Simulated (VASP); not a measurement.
# TiAl3 (Cmmm) in VASP: further runs

TiAl3 is run at these levels: PBEsol; tasks: single point.

Everything below comes from runs of VASP 6.6.1. Logs are shortened: lines on timing, memory, paths and dates and some standing lists are left out, and cuts for length are marked.

**1. The cell of the first run**

The structure is orthorhombic, space group Cmmm (No. 65). Conventional cell: a = 5.270 Å, b = 5.898 Å, c = 3.948 Å, α = 90.00°, β = 90.00°, γ = 90.00°. Ti (site symmetry mmm) has 12 Al at 2.63 to 2.95 Å within 3.5 Å. Within 3.5 Å of Al (site symmetry 2/m) lie 8 Al at 2.63 to 2.95 Å and 4 Ti at 2.79 Å. Al (site symmetry mmm) has 4 Ti at 2.63 to 2.95 Å and 8 Al at 2.79 Å within 3.5 Å.

**2. Single point, PBEsol (strain +0.1125 x Voigt [0, 0, 0, 0, 1, 0])**

Contents of INCAR:

```
PREC = Accurate
ENCUT = 520
EDIFF = 1E-7
ISMEAR = 0
SIGMA = 0.15
LREAL = F
LASPH = T
NELM = 60
ALGO = Fast
ISIF = 2
LWAVE = F
LCHARG = F
GGA = PS
NBANDS = 18
```

Contents of KPOINTS:

```
Automatic mesh
0
Gamma
  12 12 12
```

Contents of POSCAR:

```
TiAl3
1.0
    3.9483448106      0.0000000000      0.2220943956
    0.0000000000      3.9483448106      0.0000000000
    0.2220943956      0.0000000000      3.9483448106
Ti Al
1 3
Direct
    0.0000000000      0.0000000000      0.0000000000
    0.5000000000      0.5000000000      0.0000000000
    0.5000000000      0.0000000000      0.5000000000
    0.0000000000      0.5000000000      0.5000000000
```

Potentials or basis: VASP PAW PBE potentials, release 64 (Ti_sv, Al).

Run with:

```
$ cat potpaw_PBE.64/Ti_sv/POTCAR potpaw_PBE.64/Al/POTCAR > POTCAR
$ mpirun -np 1 vasp_std > vasp.out
```

OUTCAR:

```text
PREC = Accurate
   ENCUT = 520
   EDIFF = 1E-7
   ISMEAR = 0
   LREAL = F
   LASPH = T
   NELM = 60
   ISIF = 2
   GGA = PS

 ion  position               nearest neighbor table
   1  0.000  0.000  0.000-   3 2.63   3 2.63   2 2.79   4 2.79   2 2.79   4 2.79   4 2.79   2 2.79
                             4 2.79   2 2.79   3 2.95   3 2.95
   2  0.500  0.500  0.000-   4 2.63   4 2.63   3 2.79   1 2.79   1 2.79   3 2.79   3 2.79   1 2.79
                             3 2.79   1 2.79   4 2.95   4 2.95
   3  0.500  0.000  0.500-   1 2.63   1 2.63   2 2.79   2 2.79   2 2.79   4 2.79   2 2.79   4 2.79
                             4 2.79   4 2.79   1 2.95   1 2.95
   4  0.000  0.500  0.500-   2 2.63   2 2.63   1 2.79   1 2.79   1 2.79   3 2.79   1 2.79   3 2.79
                             3 2.79   3 2.79   2 2.95   2 2.95

  LATTYP: Found a base centered orthorhombic cell.
 ALAT       =     5.2697138737
 B/A-ratio  =     1.1192052980
 C/A-ratio  =     0.7492522185

  Lattice vectors:

 A1 = (  -3.9483448106,   0.0000000000,  -0.2220943956)
 A2 = (   0.2220943956,   0.0000000000,   3.9483448106)
 A3 = (   0.0000000000,   3.9483448106,   0.0000000000)

Analysis of symmetry for initial positions (statically):
=====================================================================
 Subroutine PRICEL returns:
 Original cell was already a primitive cell.

 Routine SETGRP: Setting up the symmetry group for a
 base centered orthorhombic supercell.

 Subroutine GETGRP returns: Found  8 space group operations
 (whereof  8 operations were pure point group operations)
 out of a pool of  8 trial point group operations.

The static configuration has the point symmetry D_2h.

Analysis of symmetry for dynamics (positions and initial velocities):
=====================================================================
 Subroutine PRICEL returns:
 Original cell was already a primitive cell.

 Routine SETGRP: Setting up the symmetry group for a
 base centered orthorhombic supercell.

 Subroutine GETGRP returns: Found  8 space group operations
 (whereof  8 operations were pure point group operations)
 out of a pool of  8 trial point group operations.

The dynamic configuration has the point symmetry D_2h.

 Subroutine INISYM returns: Found  8 space group operations
 (whereof  8 operations are pure point group operations),
 and found     1 'primitive' translations

----------------------------------------------------------------------------------------

                                     Primitive cell

  volume of cell :      61.3577

  direct lattice vectors                    reciprocal lattice vectors
     3.948344811  0.000000000  0.222094396     0.254074594  0.000000000 -0.014291696
     0.000000000  3.948344811  0.000000000     0.000000000  0.253270686  0.000000000
     0.222094396  0.000000000  3.948344811    -0.014291696  0.000000000  0.254074594

  length of vectors
     3.954586282  3.948344811  3.954586282     0.254476231  0.253270686  0.254476231

  position of ions in fractional coordinates (direct lattice)
     0.000000000  0.000000000  0.000000000
     0.500000000  0.500000000  1.000000000
     0.500000000  0.000000000  0.500000000
     1.000000000  0.500000000  0.500000000

  ion indices of the primitive-cell ions
   primitive index   ion index
                 1           1
                 2           2
                 3           3
                 4           4

----------------------------------------------------------------------------------------

 KPOINTS: Automatic mesh

Automatic generation of k-mesh.
 Grid dimensions read from file:
 generate k-points for:   12   12   12

 Generating k-lattice:

  Cartesian coordinates                     Fractional coordinates (reciprocal lattice)
     0.021172883  0.000000000 -0.001190975     0.083333333  0.000000000 -0.000000000
     0.000000000  0.021105891  0.000000000     0.000000000  0.083333333  0.000000000
    -0.001190975  0.000000000  0.021172883    -0.000000000  0.000000000  0.083333333

  Length of vectors
     0.021206353  0.021105891  0.021206353

  Shift w.r.t. Gamma in fractional coordinates (k-lattice)
     0.000000000  0.000000000  0.000000000

 Subroutine IBZKPT returns following result:
 ===========================================

 Found    301 irreducible k-points:

 Following reciprocal coordinates:
            Coordinates               Weight
  0.000000  0.000000  0.000000      1.000000
  0.083333  0.000000 -0.000000      4.000000
  0.166667  0.000000  0.000000      4.000000
  0.250000  0.000000 -0.000000      4.000000
  0.333333  0.000000  0.000000      4.000000
  0.416667  0.000000 -0.000000      4.000000
[... 16 lines left out ...]
  0.083333  0.250000 -0.000000      8.000000
  0.166667  0.250000  0.000000      8.000000
 [... further k-points ...]
   k-points           NKPTS =    301   k-points in BZ     NKDIM =    301   number of bands    NBANDS=     18
   number of dos      NEDOS =    301   number of ions     NIONS =      4
   total plane-waves  NPLWV =  27000
   dimension x,y,z NGX =    30 NGY =   30 NGZ =   30
   dimension x,y,z NGXF=    60 NGYF=   60 NGZF=   60
   ions per type =               1   3
   NGX,Y,Z   is equivalent  to a cutoff of  12.61, 12.63, 12.61 a.u.
   NGXF,Y,Z  is equivalent  to a cutoff of  25.22, 25.26, 25.22 a.u.
 SYSTEM =  unknown system
   PREC   = accura    normal or accurate (medium, high low for compatibility)
   ISTART =      0    job   : 0-new  1-cont  2-samecut
   ICHARG =      2    charge: 1-file 2-atom 10-const
   ISPIN  =      1    spin polarized calculation?
   LNONCOLLINEAR =      F non collinear calculations
   LSORBIT =      F    spin-orbit coupling
   LASPH  =      T    aspherical Exc in radial PAW
   ENCUT  =  520.0 eV  38.22 Ry    6.18 a.u.   7.35  7.34  7.35*2*pi/ulx,y,z
   NELM   =     60;   NELMIN=  2; NELMDL= -5     # of ELM steps
   EDIFF  = 0.1E-06   stopping-criterion for ELM
   LREAL  =      F    real-space projection
   EDIFFG = 0.1E-05   stopping-criterion for IOM
   NSW    =      0    number of steps for IOM
   IBRION =     -1    ionic relax: 0-MD 1-quasi-New 2-CG
   NFREE  =      0    steps in history (QN), initial steepest desc. (CG)
   ISIF   =      2    stress and relaxation
   ISYM   =      2    0-nonsym 1-usesym 2-fastsym
   POTIM  = 0.5000    time-step for ionic-motion
   TEBEG  =    0.0;   TEEND  =   0.0 temperature during run
   PSTRESS=    0.0 pullay stress
   NELECT =      21.0000    total number of electrons
   NUPDOWN=      -1.0000    fix difference up-down
   EMIN   =  10.00;   EMAX   =-10.00  energy-range for DOS
   EFERMI =   0.00;   METHOD = LEGACY
   ISMEAR =     0;   SIGMA  =   0.15  broadening in eV -4-tet -1-fermi 0-gaus
   EFERMI_NEDOS =   21; number of points for ismear=-14 and -15
   IALGO  =     68    algorithm
   IMIX   =      4    mixing-type and parameters
     AMIX     =   0.40;   BMIX     =  1.00
     AMIX_MAG =   1.60;   BMIX_MAG =  1.00
  volume/ion in A,a.u.               =      15.34       103.52
  Fermi-wavevector in a.u.,A,eV,Ry     =   1.145139  2.163999 17.841916  1.311344
  Thomas-Fermi vector in A             =   2.281829
   LORBIT       =      0    0 simple, 1 ext, 2 COOP (PROOUT), +10 PAW based schemes
   GGA     = PS    functional components
   LHFCALC =     F    Hartree Fock is set to
   AEXX    =    0.0000 exact exchange contribution
   IVDW    =     0    specifies the selected vdW correction
   LEPSILON=     F    determine dielectric tensor
   LRPA    =     F    only Hartree local field effects (RPA)
 non-spin polarized calculation
 RMM-DIIS sequential band-by-band and
 Gauss-broadening in eV      SIGMA  =   0.15
  energy-cutoff  :      520.00
  volume of cell :       61.36
 maximum number of plane-waves:      1685
 NGX is ok and might be reduce to    30
   NGX = 15   NGY = 15   NGZ = 15

 number of electron      20.9999996 magnetization

 Free energy of the ion-electron system (eV)
  ---------------------------------------------------
  ext. energy  EPLUGINS =         0.00000000
  ---------------------------------------------------
  free energy    TOTEN  =       -21.92676552 eV

  energy without entropy =      -21.90083104  energy(sigma->0) =      -21.91379828

 E-fermi :   9.1057     XC(G=0): -10.9451

 val. band max:        9.1051166028   @ k =   0.0833   0.0000  -0.0000
 cond. band min:       9.1076370068   @ k =  -0.0833   0.3333   0.0833
 fundamental gap:      0.0025204040
 Fermi energy:         9.1057472885

 k-point     1 :       0.0000    0.0000    0.0000
  band No.  band energies     occupation
      1     -47.5846      2.00000
      2     -24.0333      2.00000
      3     -24.0073      2.00000
      4     -23.9447      2.00000
      5      -1.7340      2.00000
      6       5.9968      2.00000
[... 10 lines left out ...]
     17      13.6357      0.00000
     18      14.9761      0.00000

 k-point     2 :       0.0833    0.0000   -0.0000
  band No.  band energies     occupation
      1     -47.5845      2.00000
      2     -24.0340      2.00000
      3     -24.0072      2.00000
      4     -23.9453      2.00000
      5      -1.6654      2.00000
      6       5.4651      2.00000
[... 10 lines left out ...]
     17      13.8265      0.00000
     18      14.8148      0.00000

 k-point     3 :       0.1667    0.0000    0.0000
  band No.  band energies     occupation
      1     -47.5844      2.00000
      2     -24.0360      2.00000
      3     -24.0069      2.00000
      4     -23.9469      2.00000
      5      -1.4607      2.00000
      6       4.5001      2.00000
[... 10 lines left out ...]
     17      13.9163      0.00000
     18      14.3109      0.00000

 k-point     4 :       0.2500    0.0000   -0.0000
  band No.  band energies     occupation
      1     -47.5841      2.00000
      2     -24.0388      2.00000
      3     -24.0065      2.00000
      4     -23.9491      2.00000
      5      -1.1241      2.00000
      6       3.4818      2.00000
[... 375 lines left out ...]
      4     -23.9439      2.00000
      5      -1.1316      2.00000
      6       3.4561      2.00000
[... 10 lines left out ...]
     17      14.3694      0.00000
     18      14.9442      0.00000

 k-point    23 :       0.0833    0.2500   -0.0000
  band No.  band energies     occupation
      1     -47.5841      2.00000
      2     -24.0332      2.00000
      3     -24.0177      2.00000
      4     -23.9445      2.00000
      5      -1.0652      2.00000
      6       3.5113      2.00000
[... 10 lines left out ...]
     17      13.9626      0.00000
     18      14.4184      0.00000

 k-point    24 :       0.1667    0.2500    0.0000
  band No.  band energies     occupation
      1     -47.5839      2.00000
      2     -24.0351      2.00000
      3     -24.0173      2.00000
      4     -23.9461      2.00000
      5      -0.8674      2.00000
      6       3.6738      2.00000
[... 10 lines left out ...]
     17      13.6613      0.00000
     18      14.1248      0.00000

 [... further k-points ...]

------------------------ aborting loop because EDIFF is reached ----------------------------------------

  FORCE on cell =-STRESS in cart. coord.  units (eV):
  Direction    XX          YY          ZZ          XY          YZ          ZX
  --------------------------------------------------------------------------------------
  -------------------------------------------------------------------------------------
  Total        1.2767184     -0.1467263      1.2767184      0.0000000      0.0000000     -3.6519540
  in kB       33.3377884     -3.8313312     33.3377884      0.0000000      0.0000000    -95.3601620
  external PRESSURE =      20.9480819 kB  Pullay stress =       0.0000000 kB

 VOLUME and BASIS-vectors are now :
 -----------------------------------------------------------------------------
  energy-cutoff  :      520.00
  volume of cell :       61.36
      direct lattice vectors                 reciprocal lattice vectors
     3.948344811  0.000000000  0.222094396     0.254074594  0.000000000 -0.014291696
     0.000000000  3.948344811  0.000000000     0.000000000  0.253270686  0.000000000
     0.222094396  0.000000000  3.948344811    -0.014291696  0.000000000  0.254074594

 POSITION                                       TOTAL-FORCE (eV/Angst)
 -----------------------------------------------------------------------------------
      0.00000      0.00000      0.00000         0.000000      0.000000      0.000000
      1.97417      1.97417      0.11105        -0.000000      0.000000     -0.000000
      2.08522      0.00000      2.08522        -0.000000      0.000000     -0.000000
      0.11105      1.97417      1.97417        -0.000000      0.000000     -0.000000
 -----------------------------------------------------------------------------------
    total drift:                               -0.000000      0.000000      0.000000

  FREE ENERGIE OF THE ION-ELECTRON SYSTEM (eV)
  ---------------------------------------------------
  free  energy   TOTEN  =       -21.9267655216 eV

  energy  without entropy=      -21.9008310359  energy(sigma->0) =      -21.91379828
```

Wall time 13 min (1 thread of Intel Xeon 8259CL, shared host); peak memory 0.41 GiB.

What came out:

| Quantity | Value |
| --- | --- |
| Free energy | -21.9268 eV |
| Pressure | 2.1 GPa |
| Band gap on the k mesh | zero (an odd number of electrons rules out a gap without spin polarisation) |

Caveat: the cell differs from its parent crystal (strain +0.1125 x Voigt [0, 0, 0, 0, 1, 0]); the PAW data sets were made with another functional, which shifts forces and pressure a little.

**3. Single point, PBEsol (strain -0.0750 x Voigt [0, 0, 0, 0, 1, 0])**

Contents of INCAR:

```
SYSTEM = TiAl3
ALGO = Fast
EDIFF = 1E-6
ENCUT = 520
GGA = PS
ISIF = 2
ISMEAR = 0
LASPH = .TRUE.
LCHARG = .FALSE.
LREAL = .FALSE.
LWAVE = .FALSE.
NBANDS = 18
NELM = 60
PREC = Accurate
SIGMA = 0.15
```

Contents of KPOINTS:

```
k-points
0
G
  12 12 12
  0 0 0
```

Edit POSCAR of step 2 so:

```diff
@@ -2,5 +2,5 @@
 1.0
-    3.9483448106      0.0000000000      0.2220943956
+    3.9483448106      0.0000000000     -0.1480629304
     0.0000000000      3.9483448106      0.0000000000
-    0.2220943956      0.0000000000      3.9483448106
+   -0.1480629304      0.0000000000      3.9483448106
 Ti Al
```

Potentials or basis: VASP PAW PBE potentials, release 64 (Ti_sv, Al).

Run with:

```
$ cat potpaw_PBE.64/Ti_sv/POTCAR potpaw_PBE.64/Al/POTCAR > POTCAR
$ mpirun -np 1 vasp_std > vasp.out
```

It took 9.9 min on 1 thread of Intel Xeon 8259CL, shared host; peak memory 0.41 GiB.

The run converged. Its results:

```yaml
Free_energy: -22.0421 eV
Pressure: 0.9 GPa
Band_gap_on_the_k_mesh: zero (an odd number of electrons rules out a gap without spin polarisation)
```

Stress tensor (GPa, compression positive):
```
 1.47  0.00  6.27
 0.00 -0.17  0.00
 6.27  0.00  1.47
```

Levels at points of the mesh, in eV from the Fermi level:
| k point | band 6 | band 7 | band 8 | band 9 | band 10 | band 11 | band 12 | band 13 | band 14 | band 15 |
| --- | --- | --- | --- | --- | --- | --- | --- | --- | --- | --- |
| (0.00, 0.00, 0.00) | -3.12 | -3.09 | -2.33 | -2.17 | -1.94 | 0.06 | 0.14 | 0.16 | 0.77 | 4.16 |
| (0.50, 0.00, 0.00) | -8.02 | -2.40 | -2.28 | -2.10 | 0.30 | 0.38 | 0.75 | 0.96 | 1.09 | 1.85 |
| (0.00, 0.50, 0.00) | -8.02 | -2.38 | -2.20 | -2.15 | 0.34 | 0.74 | 0.82 | 0.95 | 1.03 | 1.43 |
| (0.50, 0.50, 0.00) | -6.14 | -6.12 | -5.06 | -1.34 | -1.28 | 0.70 | 0.88 | 1.01 | 1.15 | 3.36 |
| (0.50, 0.00, 0.50) | -6.56 | -5.68 | -5.04 | -1.42 | -1.11 | 0.56 | 0.92 | 1.10 | 1.12 | 3.18 |
| (0.50, 0.50, 0.50) | -5.17 | -5.01 | -4.76 | -3.82 | -3.49 | -3.15 | 0.20 | 1.18 | 1.21 | 2.60 |

Caveat: the cell differs from its parent crystal (strain -0.0750 x Voigt [0, 0, 0, 0, 1, 0]); the PAW data sets were made with another functional, which shifts forces and pressure a little.

**4. Single point, PBEsol (strain +0.0375 x Voigt [0, 0, 0, 0, 1, 0])**

Contents of INCAR:

```
ALGO = Fast
EDIFF = 1E-7
ENCUT = 520
GGA = PS
ISIF = 2
ISMEAR = 0
LASPH = T
LCHARG = F
LREAL = F
LWAVE = F
NBANDS = 18
NELM = 100
PREC = Accurate
SIGMA = 0.15
```

Contents of KPOINTS:

```
k-points
0
Gamma
  12 12 12
```

Edit POSCAR of step 3 so:

```diff
@@ -2,5 +2,5 @@
 1.0
-    3.9483448106      0.0000000000     -0.1480629304
+    3.9483448106      0.0000000000      0.0740314652
     0.0000000000      3.9483448106      0.0000000000
-   -0.1480629304      0.0000000000      3.9483448106
+    0.0740314652      0.0000000000      3.9483448106
 Ti Al
```

Potentials or basis: VASP PAW PBE potentials, release 64 (Ti_sv, Al).

Run with:

```
$ cat potpaw_PBE.64/Ti_sv/POTCAR potpaw_PBE.64/Al/POTCAR > POTCAR
$ mpirun -np 1 vasp_std > vasp.out
```

OUTCAR:

```text
EDIFF = 1E-7
   ENCUT = 520
   GGA = PS
   ISIF = 2
   ISMEAR = 0
   LASPH = T
   LREAL = F
   NELM = 100
   PREC = Accurate

 ion  position               nearest neighbor table
   1  0.000  0.000  0.000-   3 2.74   3 2.74   2 2.79   4 2.79   2 2.79   4 2.79   4 2.79   2 2.79
                             4 2.79   2 2.79   3 2.84   3 2.84
   2  0.500  0.500  0.000-   4 2.74   4 2.74   3 2.79   1 2.79   1 2.79   3 2.79   3 2.79   1 2.79
[... 713 lines left out ...]
  Direction    XX          YY          ZZ          XY          YZ          ZX
  --------------------------------------------------------------------------------------
  -------------------------------------------------------------------------------------
  Total        0.1862078      0.0129670      0.1862078      0.0000000      0.0000000     -1.1900789
  in kB        4.8485955      0.3376416      4.8485955      0.0000000      0.0000000    -30.9880190
  external PRESSURE =       3.3449442 kB  Pullay stress =       0.0000000 kB

 VOLUME and BASIS-vectors are now :
 -----------------------------------------------------------------------------
  energy-cutoff  :      520.00
  volume of cell :       61.53
      direct lattice vectors                 reciprocal lattice vectors
     3.948344811  0.000000000  0.074031465     0.253359758  0.000000000 -0.004750495
     0.000000000  3.948344811  0.000000000     0.000000000  0.253270686  0.000000000
     0.074031465  0.000000000  3.948344811    -0.004750495  0.000000000  0.253359758

 POSITION                                       TOTAL-FORCE (eV/Angst)
 -----------------------------------------------------------------------------------
      0.00000      0.00000      0.00000        -0.000000      0.000000      0.000000
      1.97417      1.97417      0.03702        -0.000000      0.000000      0.000000
      2.01119      0.00000      2.01119         0.000000      0.000000      0.000000
      0.03702      1.97417      1.97417         0.000000      0.000000     -0.000000
 -----------------------------------------------------------------------------------
    total drift:                                0.000000     -0.000000      0.000000

  FREE ENERGIE OF THE ION-ELECTRON SYSTEM (eV)
  ---------------------------------------------------
  free  energy   TOTEN  =       -22.1099963880 eV

  energy  without entropy=      -22.0825509454  energy(sigma->0) =      -22.09627367
```

Run time: 12 min. Hardware: 1 thread of Intel Xeon 8259CL, shared host; peak memory 0.41 GiB.

Results:

- Free energy: -22.1100 eV
- Pressure: 0.3 GPa
- Band gap on the k mesh: zero (an odd number of electrons rules out a gap without spin polarisation)

Caveat: the cell differs from its parent crystal (strain +0.0375 x Voigt [0, 0, 0, 0, 1, 0]); the PAW data sets were made with another functional, which shifts forces and pressure a little.

**5. The runs side by side**

```csv
cell,further INCAR settings,gap on the mesh (eV),pressure (GPa)
"a = 3.955, b = 3.948 Å, angles 90.0, 83.6, 90.0°, 4 atoms",ALGO = Fast; EDIFF = 1e-07; NBANDS = 18,none,2.1
"a = 3.951, b = 3.948 Å, angles 90.0, 94.3, 90.0°, 4 atoms",ALGO = Fast; EDIFF = 1e-06; NBANDS = 18,none,0.9
"a = 3.949, b = 3.948 Å, angles 90.0, 87.9, 90.0°, 4 atoms",ALGO = Fast; EDIFF = 1e-07; NBANDS = 18,none,0.3
```

Alike in all rows: task single point; level PBEsol; potentials or basis VASP PAW PBE potentials, release 64 (Ti_sv, Al); no spin polarisation; k mesh 12 × 12 × 12; cutoff (eV) 520; smearing gaussian 0.15 eV.

Caveats: the PAW data sets were made with another functional, which shifts forces and pressure a little.

Total energies depend on the potentials used, so only differences within one code and one set of settings carry meaning.
